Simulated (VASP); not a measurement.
# BaHf3O2 in VASP: further runs, part 2 of 2

VASP 6.6.1.

**4. Single point, PBE**

This run uses another cell than the first one, of 17.90 Å³/atom, 1.007 times its volume.

Input file INCAR:

```
PREC = Accurate
ENCUT = 520
EDIFF = 1E-7
ISMEAR = 0
SIGMA = 0.1
LREAL = False
LASPH = True
NELM = 80
ALGO = Normal
ISIF = 2
LWAVE = False
LCHARG = False
GGA = PE
NBANDS = 35
```

Input file KPOINTS:

```
regular mesh
0
Gamma
  6 6 12
```

Input file POSCAR:

```
BaHf3O2
1.0
    6.5192438735      0.0000000000      0.0000000000
   -3.2596219367      5.6458308079      0.0000000000
    0.0000000000      0.0000000000      2.9178266118
Ba Hf O
1 3 2
Direct
    0.0000000000      0.0000000000      0.5000000000
    0.5000000000      0.5000000000      0.0000000000
    0.5000000000      0.0000000000      0.0000000000
    0.0000000000      0.5000000000      0.0000000000
    0.6666666667      0.3333333333      0.5000000000
    0.3333333333      0.6666666667      0.5000000000
```

Potentials or basis: VASP PAW PBE potentials, release 64 (Ba_sv, Hf_pv, O).

On the command line:

```
cat potpaw_PBE.64/Ba_sv/POTCAR potpaw_PBE.64/Hf_pv/POTCAR potpaw_PBE.64/O/POTCAR > POTCAR
mpirun -np 1 vasp_std > vasp.out
```

OUTCAR:

```text
PREC = Accurate
   ENCUT = 520
   EDIFF = 1E-7
   ISMEAR = 0
   LREAL = False
   LASPH = True
   NELM = 80
   ISIF = 2
   GGA = PE

 ion  position               nearest neighbor table
   1  0.000  0.000  0.500-   4 3.57   4 3.57   4 3.57   4 3.57   3 3.57   3 3.57   3 3.57   3 3.57
                             2 3.57   2 3.57   2 3.57   2 3.57
   2  0.500  0.500  0.000-   5 2.38   6 2.38   5 2.38   6 2.38   3 3.26   3 3.26   4 3.26   4 3.26
                             1 3.57   1 3.57   1 3.57   1 3.57
   3  0.500  0.000  0.000-   5 2.38   6 2.38   5 2.38   6 2.38   2 3.26   2 3.26   4 3.26   4 3.26
                             1 3.57   1 3.57   1 3.57   1 3.57
   4  0.000  0.500  0.000-   5 2.38   6 2.38   5 2.38   6 2.38   2 3.26   2 3.26   3 3.26   3 3.26
                             1 3.57   1 3.57   1 3.57   1 3.57
   5  0.667  0.333  0.500-   3 2.38   3 2.38   4 2.38   4 2.38   2 2.38   2 2.38
   6  0.333  0.667  0.500-   3 2.38   3 2.38   4 2.38   4 2.38   2 2.38   2 2.38

  LATTYP: Found a hexagonal cell.
 ALAT       =     6.5192438735
 C/A-ratio  =     0.4475713240

  Lattice vectors:

 A1 = (   6.5192438735,   0.0000000000,   0.0000000000)
 A2 = (  -3.2596219367,   5.6458308079,   0.0000000000)
 A3 = (   0.0000000000,   0.0000000000,   2.9178266118)

Analysis of symmetry for initial positions (statically):
=====================================================================
 Subroutine PRICEL returns:
 Original cell was already a primitive cell.

 Routine SETGRP: Setting up the symmetry group for a
 hexagonal supercell.

 Subroutine GETGRP returns: Found 24 space group operations
 (whereof 24 operations were pure point group operations)
 out of a pool of 24 trial point group operations.

The static configuration has the point symmetry D_6h.

Analysis of symmetry for dynamics (positions and initial velocities):
=====================================================================
 Subroutine PRICEL returns:
 Original cell was already a primitive cell.

 Routine SETGRP: Setting up the symmetry group for a
 hexagonal supercell.
[... 136 lines left out ...]
  Thomas-Fermi vector in A             =   2.417656
   LORBIT       =      0    0 simple, 1 ext, 2 COOP (PROOUT), +10 PAW based schemes
   GGA     = PE    functional components
   LHFCALC =     F    Hartree Fock is set to
   AEXX    =    0.0000 exact exchange contribution
   IVDW    =     0    specifies the selected vdW correction
   LEPSILON=     F    determine dielectric tensor
   LRPA    =     F    only Hartree local field effects (RPA)
 non-spin polarized calculation
 Gauss-broadening in eV      SIGMA  =   0.10
  energy-cutoff  :      520.00
  volume of cell :      107.40
 maximum number of plane-waves:      2916
   NGX = 25   NGY = 25   NGZ = 11

 number of electron      52.0000009 magnetization

 Free energy of the ion-electron system (eV)
  ---------------------------------------------------
  ext. energy  EPLUGINS =         0.00000000
  ---------------------------------------------------
  free energy    TOTEN  =       -46.95110918 eV

  energy without entropy =      -46.92867383  energy(sigma->0) =      -46.93989151

 E-fermi :   5.5562     XC(G=0): -11.2164

 val. band max:        5.5500573954   @ k =   0.1667   0.0000   0.3333
 cond. band min:       5.5608724566   @ k =   0.3333   0.1667   0.2500
 fundamental gap:      0.0108150613
 Fermi energy:         5.5561699914

 k-point     1 :       0.0000    0.0000    0.0000
  band No.  band energies     occupation
      1     -26.2307      2.00000
      2     -25.7731      2.00000
      3     -25.7731      2.00000
      4     -25.5202      2.00000
      5     -25.5202      2.00000
      6     -25.4318      2.00000
[... 901 lines left out ...]
     34       8.5991      0.00000
     35       8.8578      0.00000

 [... further k-points ...]

------------------------ aborting loop because EDIFF is reached ----------------------------------------

  FORCE on cell =-STRESS in cart. coord.  units (eV):
  Direction    XX          YY          ZZ          XY          YZ          ZX
  --------------------------------------------------------------------------------------
  -------------------------------------------------------------------------------------
  Total       -0.3000130     -0.3000130      0.0930742     -0.0000000     -0.0000000     -0.0000000
  in kB       -4.4757530     -4.4757530      1.3885298     -0.0000000     -0.0000000     -0.0000000
  external PRESSURE =      -2.5209920 kB  Pullay stress =       0.0000000 kB

 VOLUME and BASIS-vectors are now :
 -----------------------------------------------------------------------------
  energy-cutoff  :      520.00
  volume of cell :      107.40
      direct lattice vectors                 reciprocal lattice vectors
     6.519243873  0.000000000  0.000000000     0.153392022  0.088560925  0.000000000
    -3.259621937  5.645830808  0.000000000     0.000000000  0.177121850  0.000000000
     0.000000000  0.000000000  2.917826612     0.000000000  0.000000000  0.342720844

 POSITION                                       TOTAL-FORCE (eV/Angst)
 -----------------------------------------------------------------------------------
      0.00000      0.00000      1.45891        -0.000000      0.000000      0.000000
      1.62981      2.82292      0.00000        -0.000000      0.000000      0.000000
      3.25962      0.00000      0.00000        -0.000000      0.000000      0.000000
     -1.62981      2.82292      0.00000         0.000000      0.000000      0.000000
      3.25962      1.88194      1.45891        -0.000000      0.000000     -0.000000
     -0.00000      3.76389      1.45891         0.000000      0.000000      0.000000
 -----------------------------------------------------------------------------------
    total drift:                               -0.000000      0.000000      0.000000

  FREE ENERGIE OF THE ION-ELECTRON SYSTEM (eV)
  ---------------------------------------------------
  free  energy   TOTEN  =       -46.9511091786 eV

  energy  without entropy=      -46.9286738325  energy(sigma->0) =      -46.93989151
```

stdout:

```text
POSCAR found type information on POSCAR BaHfO
 POSCAR found :  3 types and       6 ions
 scaLAPACK will be used
 LDA part: xc-table for (Slater+PW92), standard interpolation
 POSCAR, INCAR and KPOINTS ok, starting setup
 FFT: planning ... GRIDC
 FFT: planning ... GRID_SOFT
 FFT: planning ... GRID
 WAVECAR not read
 entering main loop
```

It took 72 s on 1 thread of Intel Xeon 6975P-C (Granite Rapids), shared host; peak memory 0.33 GiB.

Results:

```yaml
Free_energy: -46.9511 eV
Pressure: -0.3 GPa
Band_gap_on_the_k_mesh: zero (band 26 reaches 6.36 eV, above the bottom of band 27 at 4.61 eV)
```

Caveat: spin-orbit coupling is left out, which moves the levels of the heavy elements.

**5. The runs side by side**

```csv
cell,k mesh,gap on the mesh (eV),pressure (GPa)
"a = 6.453, b = 6.453, c = 2.957 Å, angles 90.0, 90.0, 120.0°, 6 atoms",3 × 3 × 6,none,-0.4
"a = 6.498, b = 6.498, c = 2.934 Å, angles 90.0, 90.0, 120.0°, 6 atoms",6 × 6 × 4,none,-0.2
"a = 6.519, b = 6.519, c = 2.918 Å, angles 90.0, 90.0, 120.0°, 6 atoms",6 × 6 × 12,none,-0.3
```

Alike in all rows: task single point; level PBE; potentials or basis VASP PAW PBE potentials, release 64 (Ba_sv, Hf_pv, O); no spin polarisation; cutoff (eV) 520; smearing gaussian 0.1 eV.

Caveats: some runs use coarse meshes; spin-orbit coupling is left out, which moves the levels of the heavy elements.

Absolute energies hang on the potentials; compare differences alone.
